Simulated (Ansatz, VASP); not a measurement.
**PbS in VASP and in Ansatz**

INCAR

```
ALGO = Normal
EDIFF = 1E-6
ENCUT = 520
GGA = PE
ISIF = 2
ISMEAR = 0
LASPH = True
LCHARG = False
LREAL = False
LWAVE = False
NBANDS = 17
NELM = 80
PREC = Accurate
SIGMA = 0.025
```

The input KPOINTS:

```
k-points
0
Gamma
  8 8 8
```

File POSCAR:

```
PbS
1.0
    0.0000000000      2.9657500000      2.9657500000
    2.9657500000      0.0000000000      2.9657500000
    2.9657500000      2.9657500000      0.0000000000
Pb S
1 1
Direct
    0.0000000000      0.0000000000      0.0000000000
    0.5000000000      0.5000000000      0.5000000000
```

The input input.yaml:

```yaml
crystal:
  lattice:
    - [0.0, 2.96575, 2.96575]
    - [2.96575, 0.0, 2.96575]
    - [2.96575, 2.96575, 0.0]
  atoms:
    - { symbol: Pb, position: [0.0, 0.0, 0.0] }
    - { symbol: S, position: [0.5, 0.5, 0.5] }
hamiltonian:
  xc: pbe
  pseudopotentials: { kind: paw }
kpoints:
  mp_grid: { grid: [8, 8, 8] }
scf:
  occupations: { method: gaussian, width: 0.025 }
output:
  forces: true
  stress: true
  eigenvalues: true
```

Alike in both runs: task single point; functional PBE; k mesh 8 × 8 × 8; occupations gaussian, width 0.025 eV; no spin polarisation.

|  | VASP | Ansatz |
| --- | --- | --- |
| version | VASP 6.6.1 | Ansatz 0.2.0 |
| potentials or method | VASP PAW PBE potentials, release 64 (Pb_d, S) | Ansatz PAW |
| plane-wave cutoff (eV) | 520 | 420 |
| valence electrons in the cell | 20 | 20 |

VASP gave:

| Quantity | Value |
| --- | --- |
| gap on the k mesh at the Fermi level (eV) | 0.36 |
| least direct gap on the mesh (eV) | 0.36 |
| pressure (GPa) | 2.1 |

Question: What did Ansatz give for the same quantities?

Answer: gap on the k mesh at the Fermi level (eV): 0.36; least direct gap on the mesh (eV): 0.36; pressure (GPa): 2.2.

Spin-orbit coupling is off throughout.
